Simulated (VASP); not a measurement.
# ZnHgO2 (P4/mmm) in VASP: notebook

The runs below take ZnHgO2 through single point, with PBE.

Everything below comes from runs of VASP 6.6.1. Logs are shortened: lines on timing, memory, paths and dates and some standing lists are left out, and cuts for length are marked.

## (1) The cell of the first run

Symmetry: P4/mmm, No. 123, tetragonal system. Conventional cell: a = 4.009 Å, b = 4.009 Å, c = 3.305 Å, α = 90.00°, β = 90.00°, γ = 90.00°. Within 2.7 Å of Zn (site symmetry 4/mmm) lie 4 O at 2.00 Å. Within 3.4 Å of Hg (site symmetry 4/mmm) lie 8 O at 2.60 Å and 8 Zn at 3.28 Å and 2 Hg at 3.30 Å. Within 2.7 Å of O (site symmetry mmm) lie 2 Zn at 2.00 Å and 4 Hg at 2.60 Å.

## (2) Single point, PBE

The input, INCAR:

```
SYSTEM = ZnHgO2
PREC = Accurate
ENCUT = 520
EDIFF = 1E-6
ISMEAR = -1
SIGMA = 0.05
LREAL = .FALSE.
LASPH = .TRUE.
NELM = 100
ALGO = Normal
ISIF = 2
LWAVE = .FALSE.
LCHARG = .FALSE.
GGA = PE
NBANDS = 26
```

The input, KPOINTS:

```
Automatic mesh
0
G
  5 5 6
  0 0 0
```

The input, POSCAR:

```
ZnHgO2
1.0
    4.0092200000      0.0000000000      0.0000000000
    0.0000000000      4.0092200000      0.0000000000
    0.0000000000      0.0000000000      3.3045900000
Zn Hg O
1 1 2
Direct
    0.0000000000      0.0000000000      0.0000000000
    0.5000000000      0.5000000000      0.5000000000
    0.5000000000      0.0000000000      0.0000000000
    0.0000000000      0.5000000000      0.0000000000
```

Potentials or basis: VASP PAW PBE potentials, release 64 (Zn, Hg, O).

On the command line:

```bash
> cat potpaw_PBE.64/Zn/POTCAR potpaw_PBE.64/Hg/POTCAR potpaw_PBE.64/O/POTCAR > POTCAR
> mpirun -np 1 vasp_std > vasp.out
```

OUTCAR:

```text
SYSTEM = ZnHgO2
   PREC = Accurate
   ENCUT = 520
   EDIFF = 1E-6
   ISMEAR = -1
   LREAL = .FALSE.
   LASPH = .TRUE.
   NELM = 100
   ISIF = 2
   GGA = PE

 ion  position               nearest neighbor table
   1  0.000  0.000  0.000-   3 2.00   4 2.00   4 2.00   3 2.00   2 3.28   2 3.28   2 3.28   2 3.28
                             2 3.28   2 3.28   2 3.28   2 3.28
   2  0.500  0.500  0.500-   3 2.60   4 2.60   3 2.60   4 2.60   3 2.60   3 2.60   4 2.60   4 2.60
                             1 3.28   1 3.28   1 3.28   1 3.28   1 3.28   1 3.28   1 3.28   1 3.28
   3  0.500  0.000  0.000-   1 2.00   1 2.00   2 2.60   2 2.60   2 2.60   2 2.60
   4  0.000  0.500  0.000-   1 2.00   1 2.00   2 2.60   2 2.60   2 2.60   2 2.60

  LATTYP: Found a simple tetragonal cell.
 ALAT       =     4.0092200000
 C/A-ratio  =     0.8242476093

  Lattice vectors:

 A1 = (   4.0092200000,   0.0000000000,   0.0000000000)
 A2 = (   0.0000000000,   4.0092200000,   0.0000000000)
 A3 = (   0.0000000000,   0.0000000000,   3.3045900000)

Analysis of symmetry for initial positions (statically):
=====================================================================
 Subroutine PRICEL returns:
 Original cell was already a primitive cell.

 Routine SETGRP: Setting up the symmetry group for a
 simple tetragonal supercell.

 Subroutine GETGRP returns: Found 16 space group operations
 (whereof 16 operations were pure point group operations)
 out of a pool of 16 trial point group operations.

The static configuration has the point symmetry D_4h.

Analysis of symmetry for dynamics (positions and initial velocities):
=====================================================================
 Subroutine PRICEL returns:
 Original cell was already a primitive cell.

 Routine SETGRP: Setting up the symmetry group for a
 simple tetragonal supercell.

 Subroutine GETGRP returns: Found 16 space group operations
 (whereof 16 operations were pure point group operations)
 out of a pool of 16 trial point group operations.

The dynamic configuration has the point symmetry D_4h.

 Subroutine INISYM returns: Found 16 space group operations
 (whereof 16 operations are pure point group operations),
 and found     1 'primitive' translations

----------------------------------------------------------------------------------------

                                     Primitive cell

  volume of cell :      53.1175

  direct lattice vectors                    reciprocal lattice vectors
     4.009220000  0.000000000  0.000000000     0.249425075  0.000000000  0.000000000
     0.000000000  4.009220000  0.000000000     0.000000000  0.249425075  0.000000000
     0.000000000  0.000000000  3.304590000     0.000000000  0.000000000  0.302609401

  length of vectors
     4.009220000  4.009220000  3.304590000     0.249425075  0.249425075  0.302609401

  position of ions in fractional coordinates (direct lattice)
     0.000000000  0.000000000  0.000000000
     0.500000000  0.500000000  0.500000000
     0.500000000  0.000000000  0.000000000
     0.000000000  0.500000000  0.000000000

  ion indices of the primitive-cell ions
   primitive index   ion index
                 1           1
                 2           2
                 3           3
                 4           4

----------------------------------------------------------------------------------------

 KPOINTS: Automatic mesh

Automatic generation of k-mesh.
 Grid dimensions read from file:
 generate k-points for:    5    5    6

 Generating k-lattice:

  Cartesian coordinates                     Fractional coordinates (reciprocal lattice)
     0.049885015  0.000000000  0.000000000     0.200000000  0.000000000  0.000000000
     0.000000000  0.049885015  0.000000000     0.000000000  0.200000000  0.000000000
     0.000000000  0.000000000  0.050434900     0.000000000  0.000000000  0.166666667

  Length of vectors
     0.049885015  0.049885015  0.050434900

  Shift w.r.t. Gamma in fractional coordinates (k-lattice)
     0.000000000  0.000000000  0.000000000

 Subroutine IBZKPT returns following result:
 ===========================================

 Found     24 irreducible k-points:

 Following reciprocal coordinates:
            Coordinates               Weight
  0.000000  0.000000  0.000000      1.000000
  0.200000  0.000000  0.000000      4.000000
  0.400000  0.000000  0.000000      4.000000
  0.200000  0.200000  0.000000      4.000000
  0.400000  0.200000  0.000000      8.000000
  0.400000  0.400000  0.000000      4.000000
[... 16 lines left out ...]
  0.400000  0.200000  0.500000      8.000000
  0.400000  0.400000  0.500000      4.000000
   k-points           NKPTS =     24   k-points in BZ     NKDIM =     24   number of bands    NBANDS=     26
   number of dos      NEDOS =    301   number of ions     NIONS =      4
   total plane-waves  NPLWV =  25200
   dimension x,y,z NGX =    30 NGY =   30 NGZ =   28
   dimension x,y,z NGXF=    60 NGYF=   60 NGZF=   56
   ions per type =               1   1   2
   NGX,Y,Z   is equivalent  to a cutoff of  12.44, 12.44, 14.09 a.u.
   NGXF,Y,Z  is equivalent  to a cutoff of  24.88, 24.88, 28.17 a.u.
 SYSTEM =  ZnHgO2
   PREC   = accura    normal or accurate (medium, high low for compatibility)
   ISTART =      0    job   : 0-new  1-cont  2-samecut
   ICHARG =      2    charge: 1-file 2-atom 10-const
   ISPIN  =      1    spin polarized calculation?
   LNONCOLLINEAR =      F non collinear calculations
   LSORBIT =      F    spin-orbit coupling
   LASPH  =      T    aspherical Exc in radial PAW
   ENCUT  =  520.0 eV  38.22 Ry    6.18 a.u.   7.45  7.45  6.14*2*pi/ulx,y,z
   NELM   =    100;   NELMIN=  2; NELMDL= -5     # of ELM steps
   EDIFF  = 0.1E-05   stopping-criterion for ELM
   LREAL  =      F    real-space projection
   EDIFFG = 0.1E-04   stopping-criterion for IOM
   NSW    =      0    number of steps for IOM
   IBRION =     -1    ionic relax: 0-MD 1-quasi-New 2-CG
   NFREE  =      0    steps in history (QN), initial steepest desc. (CG)
   ISIF   =      2    stress and relaxation
   ISYM   =      2    0-nonsym 1-usesym 2-fastsym
   POTIM  = 0.5000    time-step for ionic-motion
   TEBEG  =    0.0;   TEEND  =   0.0 temperature during run
   PSTRESS=    0.0 pullay stress
   NELECT =      36.0000    total number of electrons
   NUPDOWN=      -1.0000    fix difference up-down
   EMIN   =  10.00;   EMAX   =-10.00  energy-range for DOS
   EFERMI =   0.00;   METHOD = LEGACY
   ISMEAR =    -1;   SIGMA  =   0.05  broadening in eV -4-tet -1-fermi 0-gaus
   EFERMI_NEDOS =   21; number of points for ismear=-14 and -15
   IALGO  =     38    algorithm
   IMIX   =      4    mixing-type and parameters
     AMIX     =   0.40;   BMIX     =  1.00
     AMIX_MAG =   1.60;   BMIX_MAG =  1.00
  volume/ion in A,a.u.               =      13.28        89.61
  Fermi-wavevector in a.u.,A,eV,Ry     =   1.438014  2.717453 28.135286  2.067885
  Thomas-Fermi vector in A             =   2.557028
   LORBIT       =      0    0 simple, 1 ext, 2 COOP (PROOUT), +10 PAW based schemes
   GGA     = PE    functional components
   LHFCALC =     F    Hartree Fock is set to
   AEXX    =    0.0000 exact exchange contribution
   IVDW    =     0    specifies the selected vdW correction
   LEPSILON=     F    determine dielectric tensor
   LRPA    =     F    only Hartree local field effects (RPA)
 non-spin polarized calculation
  energy-cutoff  :      520.00
  volume of cell :       53.12
 maximum number of plane-waves:      1460
 NGX is ok and might be reduce to    30
   NGX = 15   NGY = 15   NGZ = 13

 number of electron      36.0000023 magnetization

 Free energy of the ion-electron system (eV)
  ---------------------------------------------------
  ext. energy  EPLUGINS =         0.00000000
  ---------------------------------------------------
  free energy    TOTEN  =       -13.16095174 eV

  energy without entropy =      -13.15102911  energy(sigma->0) =      -13.15599043

 E-fermi :   2.2418     XC(G=0): -11.2484

 val. band max:        2.2261516289   @ k =   0.4000   0.4000   0.5000
 cond. band min:       2.5710320728   @ k =   0.2000   0.2000   0.0000
 fundamental gap:      0.3448804438
 Fermi energy:         2.2417733800

 k-point     1 :       0.0000    0.0000    0.0000
  band No.  band energies     occupation
      1     -15.8958      2.00000
      2     -14.6869      2.00000
      3      -4.1980      2.00000
      4      -3.7690      2.00000
      5      -3.7499      2.00000
      6      -3.6669      2.00000
[... 18 lines left out ...]
     25      15.9885      0.00000
     26      17.0904      0.00000

 k-point     2 :       0.2000    0.0000    0.0000
  band No.  band energies     occupation
      1     -15.7473      2.00000
      2     -14.7531      2.00000
      3      -4.1578      2.00000
      4      -4.0443      2.00000
      5      -3.8001      2.00000
      6      -3.7140      2.00000
[... 18 lines left out ...]
     25      15.4948      0.00000
     26      16.6043      0.00000

 k-point     3 :       0.4000    0.0000    0.0000
  band No.  band energies     occupation
      1     -15.3817      2.00000
      2     -14.9855      2.00000
      3      -4.6758      2.00000
      4      -4.2600      2.00000
      5      -3.8405      2.00000
      6      -3.8389      2.00000
[... 18 lines left out ...]
     25      13.9530      0.00000
     26      15.2724      0.00000

 k-point     4 :       0.2000    0.2000    0.0000
  band No.  band energies     occupation
      1     -15.6113      2.00000
      2     -14.7926      2.00000
      3      -4.3640      2.00000
      4      -4.1219      2.00000
      5      -3.9922      2.00000
      6      -3.8902      2.00000
[... 18 lines left out ...]
     25      15.5504      0.00000
     26      15.7800      0.00000
[... 496 lines left out ...]
      1     -15.3394      2.00000
      2     -14.6384      2.00000
      3      -4.5456      2.00000
      4      -4.3806      2.00000
      5      -4.3094      2.00000
      6      -4.1807      2.00000
[... 18 lines left out ...]
     25      15.7103      0.00000
     26      16.0881      0.00000

 k-point    23 :       0.4000    0.2000    0.5000
  band No.  band energies     occupation
      1     -15.1101      2.00000
      2     -14.8029      2.00000
      3      -4.6682      2.00000
      4      -4.5009      2.00000
      5      -4.4829      2.00000
      6      -4.0371      2.00000
[... 18 lines left out ...]
     25      14.9042      0.00000
     26      15.4475      0.00000

 k-point    24 :       0.4000    0.4000    0.5000
  band No.  band energies     occupation
      1     -14.9618      2.00000
      2     -14.8557      2.00000
      3      -4.7032      2.00000
      4      -4.5128      2.00000
      5      -4.2664      2.00000
      6      -4.1693      2.00000
[... 18 lines left out ...]
     25      13.7600      0.00000
     26      14.0963      0.00000

------------------------ aborting loop because EDIFF is reached ----------------------------------------

  FORCE on cell =-STRESS in cart. coord.  units (eV):
  Direction    XX          YY          ZZ          XY          YZ          ZX
  --------------------------------------------------------------------------------------
  -------------------------------------------------------------------------------------
  Total        0.3566717      0.3566717      0.1536772      0.0000000      0.0000000      0.0000000
  in kB       10.7582565     10.7582565      4.6353516      0.0000000      0.0000000      0.0000000
  external PRESSURE =       8.7172882 kB  Pullay stress =       0.0000000 kB

 VOLUME and BASIS-vectors are now :
 -----------------------------------------------------------------------------
  energy-cutoff  :      520.00
  volume of cell :       53.12
      direct lattice vectors                 reciprocal lattice vectors
     4.009220000  0.000000000  0.000000000     0.249425075  0.000000000  0.000000000
     0.000000000  4.009220000  0.000000000     0.000000000  0.249425075  0.000000000
     0.000000000  0.000000000  3.304590000     0.000000000  0.000000000  0.302609401

 POSITION                                       TOTAL-FORCE (eV/Angst)
 -----------------------------------------------------------------------------------
      0.00000      0.00000      0.00000         0.000000      0.000000      0.000000
      2.00461      2.00461      1.65230         0.000000      0.000000      0.000000
      2.00461      0.00000      0.00000         0.000000      0.000000      0.000000
      0.00000      2.00461      0.00000         0.000000      0.000000      0.000000
 -----------------------------------------------------------------------------------
    total drift:                                0.000000     -0.000000      0.000000

  FREE ENERGIE OF THE ION-ELECTRON SYSTEM (eV)
  ---------------------------------------------------
  free  energy   TOTEN  =       -13.1609517406 eV

  energy  without entropy=      -13.1510291097  energy(sigma->0) =      -13.15599043
```

Wall time 13 s (1 thread of Intel Xeon 6975P-C (Granite Rapids), shared host); peak memory 0.18 GiB.

What came out:

```
Free energy            : -13.1610 eV
Pressure               : 0.9 GPa
Band gap on the k mesh : zero (band 18 reaches 2.23 eV, above the bottom of band 19 at 0.89 eV)
```

Stress tensor (GPa, compression positive):
```
1.08 0.00 0.00
0.00 1.08 0.00
0.00 0.00 0.46
```

Caveat: spin-orbit coupling is left out, which moves the levels of the heavy elements.

(Continued in part 2 of 2.)
